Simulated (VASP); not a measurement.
**TiO2: single point with LDA**

TiO2:

```
Ti O
1.0
    -1.89250    1.89250    4.66186
     1.89250   -1.89250    4.66186
     1.89250    1.89250   -4.66186
Ti O
2 4
Direct
  0.00000 0.00000 0.00000
  0.75000 0.25000 0.50000
  0.20660 0.20660 0.00000
  0.95660 0.45660 0.50000
  0.54340 0.04340 0.50000
  0.79340 0.79340 0.00000
```

This cell differs from its parent crystal: zz strain of -2 %.

- Program: VASP 6.6.1
- Task: single point
- Functional: LDA
- Potentials or basis: VASP PAW LDA potentials, release 64 (Ti_sv, O)
- Cutoff: 520 eV
- k mesh: 13 × 13 × 13
- Occupations: fermi-dirac, width 0.08 eV
- Spin: no spin polarisation

```json
{"Pressure": "0.2 GPa", "Largest force": "0.592 eV/Å", "Band gap on the k mesh": "2.07 eV (least direct gap 2.36 eV)"}
```

Forces in eV/Å, atoms in the order of the input:
```
Ti   0.000  0.000  0.000
Ti   0.000  0.000  0.000
O    0.000  0.000  0.592
O    0.000  0.000  0.592
O    0.000  0.000 -0.592
O    0.000  0.000 -0.592
```

Stress tensor (GPa, compression positive):
```
-3.15  0.00  0.00
 0.00 -3.15  0.00
 0.00  0.00  7.03
```

Levels at points of the mesh, in eV from the valence-band top:
| k point | band 21 | band 22 | band 23 | band 24 | band 25 | band 26 | band 27 | band 28 |
| --- | --- | --- | --- | --- | --- | --- | --- | --- |
| (0.00, 0.00, 0.00) | -0.62 | -0.62 | -0.46 | -0.46 | 2.07 | 2.93 | 4.15 | 4.15 |

Run time: 15 min on 1 thread of Oxide Virtual Turin-like Processor, with other jobs on the host, peak memory 0.41 GiB.

Caveat: the cell differs from its parent crystal (zz strain of -2 %); the stress differs along the axes, from -3 to 7 GPa. A k mesh can miss the band edges.
